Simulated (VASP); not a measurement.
# As2Se (I4_1/amd) in VASP: notebook

As2Se is run at these levels: PBEsol; tasks: single point.

All numbers are computed with VASP 6.6.1; they aren't measurements. Logs are shortened: lines on timing, memory, paths and dates and some standing lists are left out, and cuts for length are marked.

## (1) The cell of the first run

The structure is tetragonal, space group I4_1/amd (No. 141). Conventional cell: a = 7.326 Å, b = 7.326 Å, c = 4.694 Å, α = 90.00°, β = 90.00°, γ = 90.00°. As (site symmetry 2/m) has 4 Se at 2.54 to 3.46 Å and 4 As at 2.84 Å within 3.5 Å. Se (site symmetry -4m2) has 8 As at 2.54 to 3.46 Å within 3.5 Å.

## (2) Single point, PBEsol

INCAR

```
SYSTEM = As2Se
ALGO = Normal
EDIFF = 1E-6
ENCUT = 520
GGA = PS
ISIF = 2
ISMEAR = 0
LASPH = .True.
LCHARG = .True.
LELF = .True.
LREAL = .False.
LVHAR = .True.
LWAVE = .False.
NBANDS = 25
NELM = 100
PREC = Accurate
SIGMA = 0.15
```

KPOINTS

```
k-points
0
Gamma
  12 12 12
  0 0 0
```

POSCAR

```
As2Se
1.0
   -3.6631562719      3.6631562719      2.3470583267
    3.6631562719     -3.6631562719      2.3470583267
    3.6631562719      3.6631562719     -2.3470583267
As Se
4 2
Direct
    0.8750000000      0.1250000000      0.7500000000
    0.3750000000      0.1250000000      0.2500000000
    0.8750000000      0.6250000000      0.7500000000
    0.8750000000      0.1250000000      0.2500000000
    0.5000000000      0.5000000000      0.0000000000
    0.2500000000      0.7500000000      0.5000000000
```

Potentials or basis: VASP PAW PBE potentials, release 64 (As, Se).

Started as:

```console
> cat potpaw_PBE.64/As/POTCAR potpaw_PBE.64/Se/POTCAR > POTCAR
> mpirun -np 1 vasp_std > vasp.out
```

OUTCAR:

```text
SYSTEM = As2Se
   EDIFF = 1E-6
   ENCUT = 520
   GGA = PS
   ISIF = 2
   ISMEAR = 0
   LASPH = .True.
   LREAL = .False.
   NELM = 100
   PREC = Accurate

 ion  position               nearest neighbor table
   1  0.875  0.125  0.750-   5 2.54   6 2.54   4 2.84   4 2.84   3 2.84   3 2.84
   2  0.375  0.125  0.250-   5 2.54   6 2.54   3 2.84   4 2.84   4 2.84   3 2.84
   3  0.875  0.625  0.750-   5 2.54   6 2.54   1 2.84   2 2.84   1 2.84   2 2.84
   4  0.875  0.125  0.250-   6 2.54   5 2.54   2 2.84   1 2.84   1 2.84   2 2.84
   5  0.500  0.500  0.000-   4 2.54   2 2.54   3 2.54   1 2.54
   6  0.250  0.750  0.500-   1 2.54   2 2.54   3 2.54   4 2.54

  LATTYP: Found a body centered tetragonal cell.
 ALAT       =     7.3263125438
 C/A-ratio  =     0.6407202294

  Lattice vectors:

 A1 = (  -3.6631562719,   3.6631562719,   2.3470583267)
 A2 = (   3.6631562719,  -3.6631562719,   2.3470583267)
 A3 = (   3.6631562719,   3.6631562719,  -2.3470583267)

Analysis of symmetry for initial positions (statically):
=====================================================================
 Subroutine PRICEL returns:
 Original cell was already a primitive cell.

 Routine SETGRP: Setting up the symmetry group for a
 body centered tetragonal supercell.

 Subroutine GETGRP returns: Found 16 space group operations
 (whereof  8 operations were pure point group operations)
 out of a pool of 16 trial point group operations.

The static configuration has the point symmetry D_2d.
 The point group associated with its full space group is D_4h.

Analysis of symmetry for dynamics (positions and initial velocities):
=====================================================================
 Subroutine PRICEL returns:
 Original cell was already a primitive cell.

 Routine SETGRP: Setting up the symmetry group for a
 body centered tetragonal supercell.

 Subroutine GETGRP returns: Found 16 space group operations
 (whereof  8 operations were pure point group operations)
 out of a pool of 16 trial point group operations.

The dynamic configuration has the point symmetry D_2d.
 The point group associated with its full space group is D_4h.

 Subroutine INISYM returns: Found 16 space group operations
 (whereof  8 operations are pure point group operations),
 and found     1 'primitive' translations

----------------------------------------------------------------------------------------

                                     Primitive cell

  volume of cell :     125.9780

  direct lattice vectors                    reciprocal lattice vectors
    -3.663156272  3.663156272  2.347058327     0.000000000  0.136494313  0.213032627
     3.663156272 -3.663156272  2.347058327     0.136494313  0.000000000  0.213032627
     3.663156272  3.663156272 -2.347058327     0.136494313  0.136494313  0.000000000

  length of vectors
     5.687364111  5.687364111  5.687364111     0.253009086  0.253009086  0.193032109

  position of ions in fractional coordinates (direct lattice)
     0.875000000  0.125000000  0.750000000
     0.375000000  0.125000000  0.250000000
     0.875000000  0.625000000  0.750000000
     0.875000000  0.125000000  0.250000000
     0.500000000  0.500000000  0.000000000
     0.250000000  0.750000000  0.500000000

  ion indices of the primitive-cell ions
   primitive index   ion index
                 1           1
                 2           2
                 3           3
                 4           4
                 5           5
                 6           6

----------------------------------------------------------------------------------------

 KPOINTS: k-points

Automatic generation of k-mesh.
 Grid dimensions read from file:
 generate k-points for:   12   12   12

 Generating k-lattice:

  Cartesian coordinates                     Fractional coordinates (reciprocal lattice)
     0.000000000  0.011374526  0.017752719     0.083333333  0.000000000  0.000000000
     0.011374526  0.000000000  0.017752719     0.000000000  0.083333333  0.000000000
     0.011374526  0.011374526  0.000000000     0.000000000  0.000000000  0.083333333

  Length of vectors
     0.021084090  0.021084090  0.016086009

  Shift w.r.t. Gamma in fractional coordinates (k-lattice)
     0.000000000  0.000000000  0.000000000

 Subroutine IBZKPT returns following result:
 ===========================================

 Found    163 irreducible k-points:

 Following reciprocal coordinates:
            Coordinates               Weight
  0.000000  0.000000  0.000000      1.000000
  0.083333 -0.000000  0.000000      8.000000
  0.166667  0.000000 -0.000000      8.000000
  0.250000 -0.000000  0.000000      8.000000
  0.333333  0.000000 -0.000000      8.000000
  0.416667  0.000000 -0.000000      8.000000
[... 16 lines left out ...]
  0.500000  0.166667  0.000000     16.000000
 -0.416667  0.166667  0.000000     16.000000
 [... further k-points ...]
   k-points           NKPTS =    163   k-points in BZ     NKDIM =    163   number of bands    NBANDS=     25
   number of dos      NEDOS =    301   number of ions     NIONS =      6
   total plane-waves  NPLWV =  74088
   dimension x,y,z NGX =    42 NGY =   42 NGZ =   42
   dimension x,y,z NGXF=    84 NGYF=   84 NGZF=   84
   ions per type =               4   2
   NGX,Y,Z   is equivalent  to a cutoff of  12.28, 12.28, 12.28 a.u.
   NGXF,Y,Z  is equivalent  to a cutoff of  24.55, 24.55, 24.55 a.u.
 SYSTEM =  As2Se
   PREC   = accura    normal or accurate (medium, high low for compatibility)
   ISTART =      0    job   : 0-new  1-cont  2-samecut
   ICHARG =      2    charge: 1-file 2-atom 10-const
   ISPIN  =      1    spin polarized calculation?
   LNONCOLLINEAR =      F non collinear calculations
   LSORBIT =      F    spin-orbit coupling
   LASPH  =      T    aspherical Exc in radial PAW
   ENCUT  =  520.0 eV  38.22 Ry    6.18 a.u.  10.57 10.57 10.57*2*pi/ulx,y,z
   NELM   =    100;   NELMIN=  2; NELMDL= -5     # of ELM steps
   EDIFF  = 0.1E-05   stopping-criterion for ELM
   LREAL  =      F    real-space projection
   EDIFFG = 0.1E-04   stopping-criterion for IOM
   NSW    =      0    number of steps for IOM
   IBRION =     -1    ionic relax: 0-MD 1-quasi-New 2-CG
   NFREE  =      0    steps in history (QN), initial steepest desc. (CG)
   ISIF   =      2    stress and relaxation
   ISYM   =      2    0-nonsym 1-usesym 2-fastsym
   POTIM  = 0.5000    time-step for ionic-motion
   TEBEG  =    0.0;   TEEND  =   0.0 temperature during run
   PSTRESS=    0.0 pullay stress
   NELECT =      32.0000    total number of electrons
   NUPDOWN=      -1.0000    fix difference up-down
   EMIN   =  10.00;   EMAX   =-10.00  energy-range for DOS
   EFERMI =   0.00;   METHOD = LEGACY
   ISMEAR =     0;   SIGMA  =   0.15  broadening in eV -4-tet -1-fermi 0-gaus
   EFERMI_NEDOS =   21; number of points for ismear=-14 and -15
   IALGO  =     38    algorithm
   IMIX   =      4    mixing-type and parameters
     AMIX     =   0.40;   BMIX     =  1.00
     AMIX_MAG =   1.60;   BMIX_MAG =  1.00
  volume/ion in A,a.u.               =      21.00       141.69
  Fermi-wavevector in a.u.,A,eV,Ry     =   1.036796  1.959260 14.625522  1.074946
  Thomas-Fermi vector in A             =   2.171203
   LORBIT       =      0    0 simple, 1 ext, 2 COOP (PROOUT), +10 PAW based schemes
   GGA     = PS    functional components
   LHFCALC =     F    Hartree Fock is set to
   AEXX    =    0.0000 exact exchange contribution
   IVDW    =     0    specifies the selected vdW correction
   LEPSILON=     F    determine dielectric tensor
   LRPA    =     F    only Hartree local field effects (RPA)
 non-spin polarized calculation
 Gauss-broadening in eV      SIGMA  =   0.15
  energy-cutoff  :      520.00
  volume of cell :      125.98
 maximum number of plane-waves:      3412
   NGX = 21   NGY = 21   NGZ = 21

 number of electron      31.9999997 magnetization

 Free energy of the ion-electron system (eV)
  ---------------------------------------------------
  ext. energy  EPLUGINS =         0.00000000
  ---------------------------------------------------
  free energy    TOTEN  =       -27.28922269 eV

  energy without entropy =      -27.26542506  energy(sigma->0) =      -27.27732387

 E-fermi :   5.2900     XC(G=0): -10.2546

 val. band max:        5.2825925961   @ k =  -0.4167   0.4167   0.1667
 cond. band min:       5.2949249630   @ k =  -0.3333   0.5000   0.0833
 fundamental gap:      0.0123323669
 Fermi energy:         5.2899691179

 k-point     1 :       0.0000    0.0000    0.0000
  band No.  band energies     occupation
      1     -10.5233      2.00000
      2      -8.4086      2.00000
      3      -5.6152      2.00000
      4      -5.6152      2.00000
      5      -4.5555      2.00000
      6      -3.6338      2.00000
[... 17 lines left out ...]
     24      10.3166      0.00000
     25      11.6522      0.00000

 k-point     2 :       0.0833   -0.0000    0.0000
  band No.  band energies     occupation
      1     -10.4696      2.00000
      2      -8.4323      2.00000
      3      -5.6192      2.00000
      4      -5.5890      2.00000
      5      -4.7639      2.00000
      6      -3.7245      2.00000
[... 17 lines left out ...]
     24      10.1821      0.00000
     25      11.9131      0.00000

 k-point     3 :       0.1667    0.0000   -0.0000
  band No.  band energies     occupation
      1     -10.3101      2.00000
      2      -8.4909      2.00000
      3      -5.6712      2.00000
      4      -5.6292      2.00000
      5      -5.1662      2.00000
      6      -3.8543      2.00000
[... 552 lines left out ...]
 k-point    23 :       0.5000    0.1667    0.0000
  band No.  band energies     occupation
      1      -9.4548      2.00000
      2      -8.8005      2.00000
      3      -7.0863      2.00000
      4      -6.1688      2.00000
      5      -5.1282      2.00000
      6      -3.2580      2.00000
[... 17 lines left out ...]
     24      10.1289      0.00000
     25      10.9478      0.00000

 k-point    24 :      -0.4167    0.1667    0.0000
  band No.  band energies     occupation
      1      -9.8093      2.00000
      2      -8.7998      2.00000
      3      -6.4599      2.00000
      4      -5.9744      2.00000
      5      -5.0783      2.00000
      6      -3.5624      2.00000
[... 17 lines left out ...]
     24      10.2777      0.00000
     25      10.7998      0.00000

 [... further k-points ...]

------------------------ aborting loop because EDIFF is reached ----------------------------------------

  FORCE on cell =-STRESS in cart. coord.  units (eV):
  Direction    XX          YY          ZZ          XY          YZ          ZX
  --------------------------------------------------------------------------------------
  -------------------------------------------------------------------------------------
  Total       -0.5115687     -0.5115687      9.6274328      0.0000000      0.0000000      0.0000000
  in kB       -6.5060855     -6.5060855    122.4408428      0.0000000      0.0000000      0.0000000
  external PRESSURE =      36.4762239 kB  Pullay stress =       0.0000000 kB

 VOLUME and BASIS-vectors are now :
 -----------------------------------------------------------------------------
  energy-cutoff  :      520.00
  volume of cell :      125.98
      direct lattice vectors                 reciprocal lattice vectors
    -3.663156272  3.663156272  2.347058327     0.000000000  0.136494313  0.213032627
     3.663156272 -3.663156272  2.347058327     0.136494313  0.000000000  0.213032627
     3.663156272  3.663156272 -2.347058327     0.136494313  0.136494313  0.000000000

 POSITION                                       TOTAL-FORCE (eV/Angst)
 -----------------------------------------------------------------------------------
      0.00000      5.49473      0.58676        -0.000000      0.000000     -0.000000
      0.00000      1.83158      0.58676        -0.000000      0.000000     -0.000000
      1.83158      3.66316      1.76029        -0.000000      0.000000     -0.000000
     -1.83158      3.66316      1.76029        -0.000000      0.000000     -0.000000
      0.00000      0.00000      2.34706         0.000000     -0.000000     -0.000000
      3.66316      0.00000      1.17353        -0.000000      0.000000      0.000000
 -----------------------------------------------------------------------------------
    total drift:                               -0.000000      0.000000     -0.000000

  FREE ENERGIE OF THE ION-ELECTRON SYSTEM (eV)
  ---------------------------------------------------
  free  energy   TOTEN  =       -27.2892226876 eV

  energy  without entropy=      -27.2654250552  energy(sigma->0) =      -27.27732387
```

Run time: 5.9 min. Hardware: 1 thread of Intel Xeon Platinum 8488C (Sapphire Rapids), shared host; peak memory 0.56 GiB.

Results:

```
Free energy            : -27.2892 eV
Pressure               : 3.6 GPa
Band gap on the k mesh : zero (bands 16 and 17 overlap by 0.95 eV)
```

Stress tensor (GPa, compression positive):
```
-0.65  0.00  0.00
 0.00 -0.65  0.00
 0.00  0.00 12.24
```

Levels at points of the mesh, in eV from the Fermi level:
| k point | band 12 | band 13 | band 14 | band 15 | band 16 | band 17 | band 18 | band 19 | band 20 | band 21 |
| --- | --- | --- | --- | --- | --- | --- | --- | --- | --- | --- |
| (0.00, 0.00, 0.00) | -3.47 | -3.47 | -2.45 | -2.45 | -1.81 | 2.54 | 2.94 | 3.16 | 3.16 | 3.42 |
| (0.50, 0.00, 0.00) | -2.21 | -2.08 | -1.63 | -1.00 | 0.17 | 0.67 | 0.91 | 1.86 | 3.63 | 3.96 |
| (0.50, 0.50, 0.00) | -2.44 | -1.29 | -1.29 | -1.29 | -1.29 | -0.18 | -0.18 | 1.78 | 1.78 | 3.32 |
| (0.50, 0.50, 0.50) | -2.15 | -0.89 | -0.89 | -0.79 | -0.79 | -0.36 | -0.36 | -0.06 | -0.06 | 2.78 |

Caveat: the cell stands under pressure; the PAW data sets were made with another functional, which shifts forces and pressure a little.

## (3) Single point, PBEsol

This run uses another cell than the first one, of the same volume but with other edges.

INCAR

```
SYSTEM = As2Se
PREC = Accurate ; ENCUT = 520
EDIFF = 1E-6 ; ISMEAR = 0
SIGMA = 0.15 ; LREAL = .FALSE.
LASPH = .TRUE. ; NELM = 80
ALGO = Normal ; ISIF = 2
LWAVE = .FALSE. ; LCHARG = .FALSE.
GGA = PS ; NBANDS = 25
```

KPOINTS

```
Automatic mesh
0
G
  12 12 12
  0 0 0
```

POSCAR, as its differences from that of step 2:

```diff
@@ -2,5 +2,5 @@
 1.0
-   -3.6631562719      3.6631562719      2.3470583267
-    3.6631562719     -3.6631562719      2.3470583267
-    3.6631562719      3.6631562719     -2.3470583267
+   -3.2653871006      3.2653871006      2.9536935136
+    3.2653871006     -3.2653871006      2.9536935136
+    3.2653871006      3.2653871006     -2.9536935136
 As Se
```

Potentials or basis: VASP PAW PBE potentials, release 64 (As, Se).

Started as:

```console
> cat potpaw_PBE.64/As/POTCAR potpaw_PBE.64/Se/POTCAR > POTCAR
> mpirun -np 1 vasp_std > vasp.out
```

Run time: 5.5 min. Hardware: 1 thread of Intel Xeon Platinum 8488C (Sapphire Rapids), shared host; peak memory 0.57 GiB.

Results (log left out):

| Property | Result |
| --- | --- |
| Free energy | -27.3120 eV |
| Pressure | -2.9 GPa |
| Band gap on the k mesh | zero (bands 16 and 17 overlap by 0.92 eV) |

Stress tensor (GPa, compression positive):
```
  1.13   0.00   0.00
  0.00   1.13   0.00
  0.00   0.00 -11.02
```

Levels at points of the mesh, in eV from the Fermi level:
| k point | band 14 | band 15 | band 16 | band 17 | band 18 | band 19 |
| --- | --- | --- | --- | --- | --- | --- |
| (0.00, 0.00, 0.00) | -1.59 | -1.59 | -0.63 | 1.11 | 3.44 | 3.44 |
| (0.50, 0.00, 0.00) | -0.55 | -0.50 | -0.50 | -0.26 | -0.20 | 1.33 |
| (0.50, 0.50, 0.00) | -1.25 | -1.02 | -1.02 | 0.09 | 0.09 | 1.85 |
| (0.50, 0.50, 0.50) | -0.74 | 0.66 | 0.66 | 0.89 | 0.89 | 1.21 |

Caveat: the PAW data sets were made with another functional, which shifts forces and pressure a little.

(Part 1 of 2 ends here.)
